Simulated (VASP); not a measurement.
Runs of VASP 6.6.1 on SnTe. The structure is that of space group Fm-3m (No. 225), or close to it. The cells are those of the table. 

```csv
level,cell,smearing,gap on the mesh (eV),pressure (GPa)
r2SCAN,"a = 4.510 Å, angles 60.0°, 2 atoms",fermi-dirac 0.02 eV,0.14,-0.1
PBE,"a = 4.510 Å, angles 60.0°, 2 atoms",fermi-dirac 0.02 eV,0.01,0.6
PBE,"a = 4.601 Å, angles 60.0°, 2 atoms",fermi-dirac 0.02 eV,0.17,(c)
PBE,"a = 4.451, b = 4.451, c = 4.375 Å, angles 60.6, 60.6, 58.9°, 2 atoms",fermi-dirac 0.02 eV,(b),3.5
r2SCAN,"a = 4.601 Å, angles 60.0°, 2 atoms",gaussian 0.01 eV,0.31,-2.4
PBE,"a = 4.330 Å, angles 60.0°, 2 atoms",fermi-dirac 0.02 eV,(d),(a)
```

Alike in all rows: task single point; potentials or basis VASP PAW PBE potentials, release 64 (Sn_d, Te); no spin polarisation; k mesh 8 × 8 × 8; cutoff (eV) 520.

**Question.** Estimate the missing entries.

**Answer.** (a) 7.5; (b) 0.24; (c) -1.7; (d) 0.27.

Caveats: spin-orbit coupling is left out, which moves the levels of the heavy elements; the PAW data sets were made with another functional, which shifts forces and pressure a little (some runs).

A k mesh can miss the band edges, and the runs leave out spin-orbit coupling on Sn, Te.
